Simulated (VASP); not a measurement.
A run of VASP 6.6.1:

Contents of INCAR:

```
  PREC = Accurate
  ENCUT = 600
  EDIFF = 1E-7
  ISMEAR = 0
  SIGMA = 0.01
  LREAL = F
  LASPH = T
  NELM = 120
  ALGO = Normal
  ISIF = 3
  LWAVE = F
  LCHARG = F
  GGA = CA
  IBRION = 2
  NSW = 80
  EDIFFG = -0.001
  PSTRESS = 60.0
  GGA_COMPAT = F
  NELMIN = 4
```

The input KPOINTS:

```
Automatic mesh
0
Gamma
  8 8 8
```

POSCAR

```
HfO2
1.0
    0.0000000000      2.5004917822      2.5004917822
    2.5004917822      0.0000000000      2.5004917822
    2.5004917822      2.5004917822      0.0000000000
Hf O
1 2
Direct
    0.0000000000      0.0000000000      0.0000000000
    0.2500000000      0.2500000000      0.2500000000
    0.7500000000      0.7500000000      0.7500000000
```

Potentials or basis: VASP PAW LDA potentials, release 64 (Hf_pv, O).

Run with:

```sh
$ cat potpaw_LDA.64/Hf_pv/POTCAR potpaw_LDA.64/O/POTCAR > POTCAR
$ mpirun -np 1 vasp_std > vasp.out
```

Hardware: 1 thread of AMD EPYC 7R43 64-Core Processor (Zen 3), on a shared host.

Problem. How long does it take, and how much memory?

Solution. It took 46 s on 1 thread of AMD EPYC 7R43 64-Core Processor (Zen 3) (shared host), peak memory 0.13 GiB. Counts: scf iterations 38, k points 29, ion steps 4.
